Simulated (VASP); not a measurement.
Cd4Se3S:

```
CELL_PARAMETERS angstrom
4.34338 0.13381 0.02576
-2.05580 3.73111 0.02764
0.08413 0.15278 14.43971
ATOMIC_POSITIONS crystal
Cd 0.65888 0.36462 0.99615
Cd 0.67054 0.34372 0.50602
Cd 0.00926 0.99328 0.24284
Cd 0.03993 0.03604 0.76072
Se 0.66089 0.30703 0.17803
Se 0.63692 0.32878 0.68824
Se 0.00699 0.95189 0.43352
S 0.98327 0.00798 0.94448
```

| Item | Value |
| --- | --- |
| Program | VASP 6.6.1 |
| Task | relaxation of cell and atoms |
| Functional | PBE |
| Potentials or basis | VASP PAW PBE potentials, release 64 (Cd, Se, S) |
| Cutoff | 600 eV |
| k mesh | 6 × 6 × 1 |
| Occupations | gaussian, width 0.1 eV |
| Spin | no spin polarisation |

At the start: pressure -0.7 GPa; volume 29.74 Å³/atom.

Q: How do energy, volume and symmetry change on relaxing?

A: Over 25 steps the energy falls by 54.4 meV/atom and the volume is 28.93 Å³/atom (-2.7 %); space group P1 (No. 1, to 0.1 Å) before, P3m1 (No. 156, to 0.1 Å).

Step by step:
| step | energy change (eV) | largest force (eV/Å) | pressure (GPa) | volume (Å³) |
| --- | --- | --- | --- | --- |
| 1 | 0.0000 | 1.1308 | -0.66 | 237.94 |
| 2 | -0.2766 | 0.6149 | -0.45 | 233.71 |
| 3 | -0.3490 | 0.4041 | 0.21 | 229.92 |
| 4 | -0.3493 | 0.4003 | 0.17 | 230.12 |
| 5 | -0.3861 | 0.2681 | 0.04 | 230.76 |
| 6 | -0.3933 | 0.2066 | -0.01 | 231.18 |
| 7 | -0.4116 | 0.1411 | -0.04 | 231.34 |
| 8 | -0.4177 | 0.1532 | -0.04 | 231.47 |
| 9 | -0.4255 | 0.0859 | 0.02 | 231.13 |
| 10 | -0.4272 | 0.0737 | 0.07 | 230.87 |
| 11 | -0.4284 | 0.0455 | -0.07 | 231.57 |
| 12 | -0.4284 | 0.0421 | -0.09 | 231.68 |
| 13 | -0.4292 | 0.0433 | 0.04 | 231.07 |
| 14 | -0.4292 | 0.0502 | 0.07 | 230.92 |
| 15 | -0.4300 | 0.0586 | 0.03 | 231.15 |
| 16 | -0.4305 | 0.0753 | -0.05 | 231.57 |
| 17 | -0.4310 | 0.0673 | -0.04 | 231.52 |
| 18 | -0.4322 | 0.0469 | -0.01 | 231.37 |
| 19 | -0.4323 | 0.0584 | 0.05 | 231.07 |
| 20 | -0.4326 | 0.0399 | 0.02 | 231.21 |
| 21 | -0.4333 | 0.0351 | -0.01 | 231.35 |
| 22 | -0.4337 | 0.0431 | -0.05 | 231.58 |
| 23 | -0.4345 | 0.0290 | 0.03 | 231.21 |
| 24 | -0.4347 | 0.0310 | 0.10 | 230.87 |
| 25 | -0.4351 | 0.0147 | -0.01 | 231.41 |

Final structure:
```cif
data_structure
_symmetry_space_group_name_H-M 'P 1'
_symmetry_Int_Tables_number 1
_cell_length_a 4.3419
_cell_length_b 4.3397
_cell_length_c 14.1689
_cell_angle_alpha 90.008
_cell_angle_beta 89.959
_cell_angle_gamma 119.916
_cell_volume 231.41
loop_
_atom_site_label
_atom_site_type_symbol
_atom_site_fract_x
_atom_site_fract_y
_atom_site_fract_z
_atom_site_occupancy
Cd1 Cd 0.66787 0.33334 0.99215 1
Cd2 Cd 0.66710 0.33235 0.50227 1
Cd3 Cd 0.99953 0.99933 0.24753 1
Cd4 Cd 0.99904 0.00177 0.75732 1
Se1 Se 0.66597 0.33320 0.18222 1
Se2 Se 0.66506 0.33462 0.69207 1
Se3 Se 0.00086 0.99887 0.43728 1
S1 S 0.00124 0.99986 0.93916 1
```

Caveat: the k points lie up to 0.44 Å⁻¹ apart in the final cell.
